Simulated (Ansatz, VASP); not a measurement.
## Two plane-wave programs on CeO2

```
Ce O
1.0
     0.00000    2.73591    2.73591
     2.73591    0.00000    2.73591
     2.73591    2.73591    0.00000
Ce O
1 2
Direct
  0.00000 0.00000 0.00000
  0.25000 0.25000 0.25000
  0.75000 0.75000 0.75000
```

Alike in both runs: task single point; functional PBE; k mesh 12 × 12 × 12; occupations gaussian, width 0.05 eV; no spin polarisation; Hubbard terms Ce f U = 5.0 eV.

|  | VASP | Ansatz |
| --- | --- | --- |
| version | VASP 6.6.1 | Ansatz 0.2.0 |
| potentials or method | VASP PAW PBE potentials, release 64 (Ce, O_h), cutoff 910 eV | scalar-relativistic, plane waves, PAW |
| valence electrons in the cell | 24 | 24 |

```csv
,VASP,Ansatz,Ansatz less VASP
gap on the k mesh at the Fermi level (eV),2.30,2.27,-0.038
least direct gap on the mesh (eV),2.50,2.42,-0.081
```

The programs project onto different local orbitals, so the same U acts differently, and such runs can settle in different states.

Spin-orbit coupling is off throughout. Noted on VASP's run: the cutoff is short for stress, so the pressure is rough.
